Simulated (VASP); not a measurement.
Write the native input for VASP 6.6.1 that does the following.

* Task: single point
* Functional: PBE
* Potentials or basis: VASP PAW PBE potentials, release 64 (Cd)
* Cutoff: 520 eV
* k mesh: 10 × 10 × 10
* Occupations: fermi-dirac, width 0.01 eV
* Spin: no spin polarisation
* Dipole correction: no
* Further INCAR settings: ALGO = Fast; EDIFF = 1e-06; NBANDS = 12

The structure of Cd lies in POSCAR:

```
Cd
1.0
    0.0000000000      2.2181497500      2.2181497500
    2.2181497500      0.0000000000      2.2181497500
    2.2181497500      2.2181497500      0.0000000000
Cd
1
Direct
    0.0000000000      0.0000000000      0.0000000000
```

One way to write it, as run:

INCAR

```
  PREC = Accurate
  ENCUT = 520
  EDIFF = 1E-6
  ISMEAR = -1
  SIGMA = 0.01
  LREAL = F
  LASPH = T
  NELM = 60
  ALGO = Fast
  ISIF = 2
  LWAVE = F
  LCHARG = F
  GGA = PE
  NBANDS = 12
```

KPOINTS

```
regular mesh
0
Gamma
  10 10 10
```

Potentials or basis: VASP PAW PBE potentials, release 64 (Cd).

Command:

```bash
$ cat potpaw_PBE.64/Cd/POTCAR > POTCAR
$ mpirun -np 1 vasp_std > vasp.out
```

Results of the run:

```json
{
  "Pressure": "2.7 GPa",
  "Band gap on the k mesh": "zero (band 6 reaches 3.98 eV, above the bottom of band 7 at 1.52 eV)"
}
```

It took 16 s on 1 thread of Intel Xeon 8259CL, on a shared host, peak memory 0.14 GiB.
